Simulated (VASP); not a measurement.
# AlCo (Pm-3m) in VASP: notebook, part 2 of 2

VASP 6.6.1. The steps go on from the part before.

### 3 Single point, PBEsol

The input, INCAR:

```
  PREC = Accurate
  ENCUT = 520
  EDIFF = 1E-6
  ISMEAR = -1
  SIGMA = 0.1
  LREAL = F
  LASPH = T
  NELM = 80
  ALGO = Normal
  ISIF = 2
  LWAVE = F
  LCHARG = F
  GGA = PS
  NBANDS = 13
```

The input, KPOINTS:

```
regular mesh
0
Gamma
  12 12 12
```

The input, POSCAR:

```
AlCo
1.0
    2.8234353788      0.0000000000      0.0000000000
    0.0000000000      2.8234353788      0.0000000000
    0.0000000000      0.0000000000      2.8234353788
Al Co
1 1
Direct
    0.0000000000      0.0000000000      0.0000000000
    0.5000000000      0.5000000000      0.5000000000
```

Potentials or basis: VASP PAW PBE potentials, release 64 (Al, Co).

The run is started by

```console
cat potpaw_PBE.64/Al/POTCAR potpaw_PBE.64/Co/POTCAR > POTCAR
mpirun -np 1 vasp_std > vasp.out
```

OUTCAR:

```text
PREC = Accurate
   ENCUT = 520
   EDIFF = 1E-6
   ISMEAR = -1
   LREAL = F
   LASPH = T
   NELM = 80
   ISIF = 2
   GGA = PS

 ion  position               nearest neighbor table
   1  0.000  0.000  0.000-   2 2.45   2 2.45   2 2.45   2 2.45   2 2.45   2 2.45   2 2.45   2 2.45

   2  0.500  0.500  0.500-   1 2.45   1 2.45   1 2.45   1 2.45   1 2.45   1 2.45   1 2.45   1 2.45

  LATTYP: Found a simple cubic cell.
 ALAT       =     2.8234353788

  Lattice vectors:

 A1 = (   2.8234353788,   0.0000000000,   0.0000000000)
 A2 = (   0.0000000000,   2.8234353788,   0.0000000000)
 A3 = (   0.0000000000,   0.0000000000,   2.8234353788)

Analysis of symmetry for initial positions (statically):
=====================================================================
 Subroutine PRICEL returns:
 Original cell was already a primitive cell.

 Routine SETGRP: Setting up the symmetry group for a
 simple cubic supercell.

 Subroutine GETGRP returns: Found 48 space group operations
 (whereof 48 operations were pure point group operations)
 out of a pool of 48 trial point group operations.

The static configuration has the point symmetry O_h .

Analysis of symmetry for dynamics (positions and initial velocities):
=====================================================================
 Subroutine PRICEL returns:
 Original cell was already a primitive cell.

 Routine SETGRP: Setting up the symmetry group for a
 simple cubic supercell.

 Subroutine GETGRP returns: Found 48 space group operations
 (whereof 48 operations were pure point group operations)
 out of a pool of 48 trial point group operations.

The dynamic configuration has the point symmetry O_h .

 Subroutine INISYM returns: Found 48 space group operations
 (whereof 48 operations are pure point group operations),
 and found     1 'primitive' translations

----------------------------------------------------------------------------------------
[... 116 lines left out ...]
  Thomas-Fermi vector in A             =   2.456778
   LORBIT       =      0    0 simple, 1 ext, 2 COOP (PROOUT), +10 PAW based schemes
   GGA     = PS    functional components
   LHFCALC =     F    Hartree Fock is set to
   AEXX    =    0.0000 exact exchange contribution
   IVDW    =     0    specifies the selected vdW correction
   LEPSILON=     F    determine dielectric tensor
   LRPA    =     F    only Hartree local field effects (RPA)
 non-spin polarized calculation
  energy-cutoff  :      520.00
  volume of cell :       22.51
 maximum number of plane-waves:       624
 NGX is ok and might be reduce to    24
   NGX = 11   NGY = 11   NGZ = 11

 number of electron      11.9999996 magnetization

 Free energy of the ion-electron system (eV)
  ---------------------------------------------------
  ext. energy  EPLUGINS =         0.00000000
  ---------------------------------------------------
  free energy    TOTEN  =       -13.09519878 eV

  energy without entropy =      -13.06682508  energy(sigma->0) =      -13.08101193

 E-fermi :  10.7796     XC(G=0): -12.5223

 val. band max:       10.7034370655   @ k =   0.5000   0.4167   0.0833
 cond. band min:      10.8079201876   @ k =   0.4167   0.4167   0.0000
 fundamental gap:      0.1044831221
 Fermi energy:        10.7795950375

 k-point     1 :       0.0000    0.0000    0.0000
  band No.  band energies     occupation
      1      -0.4329      2.00000
      2       7.7157      2.00000
      3       7.7157      2.00000
      4       9.9763      1.99935
      5       9.9763      1.99935
      6       9.9763      1.99935
      7      16.9313      0.00000
      8      16.9313      0.00000
      9      16.9313      0.00000
     10      19.6962      0.00000
     11      19.6962      0.00000
     12      26.5141      0.00000
     13      32.7674      0.00000
[... 354 lines left out ...]
  band No.  band energies     occupation
      1       4.3706      2.00000
      2       6.5650      2.00000
      3       8.1595      2.00000
      4       8.7565      2.00000
      5       9.2694      2.00000
      6       9.4515      2.00000
      7      11.0355      0.14370
      8      14.3022      0.00000
      9      16.3104      0.00000
     10      22.7651      0.00000
     11      24.3179      0.00000
     12      25.4819      0.00000
     13      27.4443      0.00000

 [... further k-points ...]
[... 5 lines left out ...]
  --------------------------------------------------------------------------------------
  -------------------------------------------------------------------------------------
  Total        0.0175620      0.0175620      0.0175620      0.0000000     -0.0000000     -0.0000000
  in kB        1.2501209      1.2501209      1.2501209      0.0000000     -0.0000000     -0.0000000
  external PRESSURE =       1.2501209 kB  Pullay stress =       0.0000000 kB

 VOLUME and BASIS-vectors are now :
 -----------------------------------------------------------------------------
  energy-cutoff  :      520.00
  volume of cell :       22.51
      direct lattice vectors                 reciprocal lattice vectors
     2.823435379  0.000000000  0.000000000     0.354178462  0.000000000  0.000000000
     0.000000000  2.823435379  0.000000000     0.000000000  0.354178462  0.000000000
     0.000000000  0.000000000  2.823435379     0.000000000  0.000000000  0.354178462

 POSITION                                       TOTAL-FORCE (eV/Angst)
 -----------------------------------------------------------------------------------
      0.00000      0.00000      0.00000         0.000000      0.000000      0.000000
      1.41172      1.41172      1.41172         0.000000      0.000000      0.000000
 -----------------------------------------------------------------------------------
    total drift:                                0.000000      0.000000     -0.000000

  FREE ENERGIE OF THE ION-ELECTRON SYSTEM (eV)
  ---------------------------------------------------
  free  energy   TOTEN  =       -13.0951987777 eV

  energy  without entropy=      -13.0668250840  energy(sigma->0) =      -13.08101193
```

OSZICAR:

```text
N       E                     dE             d eps       ncg     rms          rms(c)
DAV:   1     0.349630119522E+02    0.34963E+02   -0.52450E+03  2192   0.984E+02
DAV:   2    -0.133891663965E+02   -0.48352E+02   -0.44041E+02  2314   0.172E+02
DAV:   3    -0.149837823724E+02   -0.15946E+01   -0.15830E+01  2659   0.358E+01
DAV:   4    -0.150075495246E+02   -0.23767E-01   -0.23761E-01  2596   0.404E+00
DAV:   5    -0.150083868542E+02   -0.83733E-03   -0.83731E-03  2736   0.810E-01    0.135E+01
DAV:   6    -0.178441722689E+02   -0.28358E+01   -0.64639E+01  2479   0.103E+02    0.179E+01
DAV:   7    -0.131437542372E+02    0.47004E+01   -0.30264E+01  2539   0.654E+01    0.193E+00
DAV:   8    -0.131101887878E+02    0.33565E-01   -0.18403E-01  2567   0.323E+00    0.116E+00
DAV:   9    -0.130956263130E+02    0.14562E-01   -0.22016E-02  2917   0.176E+00    0.296E-01
DAV:  10    -0.130952193513E+02    0.40696E-03   -0.42991E-04  2638   0.171E-01    0.143E-01
DAV:  11    -0.130951991351E+02    0.20216E-04   -0.20516E-05  2883   0.385E-02    0.650E-03
DAV:  12    -0.130951987777E+02    0.35740E-06   -0.11239E-06  1972   0.971E-03
   1 F= -.13095199E+02 E0= -.13081012E+02  d E =-.283737E-01
```

stdout:

```text
POSCAR found type information on POSCAR AlCo
 POSCAR found :  2 types and       2 ions
 scaLAPACK will be used
 -----------------------------------------------------------------------------
|                                                                             |
|                                                                             |
|     You enforced a specific xc type in the INCAR file but a different       |
|     I HOPE YOU KNOW WHAT YOU ARE DOING!                                     |
|                                                                             |
 -----------------------------------------------------------------------------

 LDA part: xc-table for (Slater+PW92), standard interpolation
 POSCAR, INCAR and KPOINTS ok, starting setup
 FFT: planning ... GRIDC
 FFT: planning ... GRID_SOFT
 FFT: planning ... GRID
 WAVECAR not read
 entering main loop
```

Wall time 18 s (1 thread of Intel Xeon Platinum 8488C (Sapphire Rapids), shared host); peak memory 0.15 GiB.

What came out:

| Item | Value |
| --- | --- |
| Free energy | -13.0952 eV |
| Pressure | 0.1 GPa |
| Band gap on the k mesh | zero (band 6 reaches 13.19 eV, above the bottom of band 7 at 10.56 eV) |

Caveat: the PAW data sets were made with another functional, which shifts forces and pressure a little. Spin polarisation is off, so any magnetic state and its effect on volume and gap are missing.
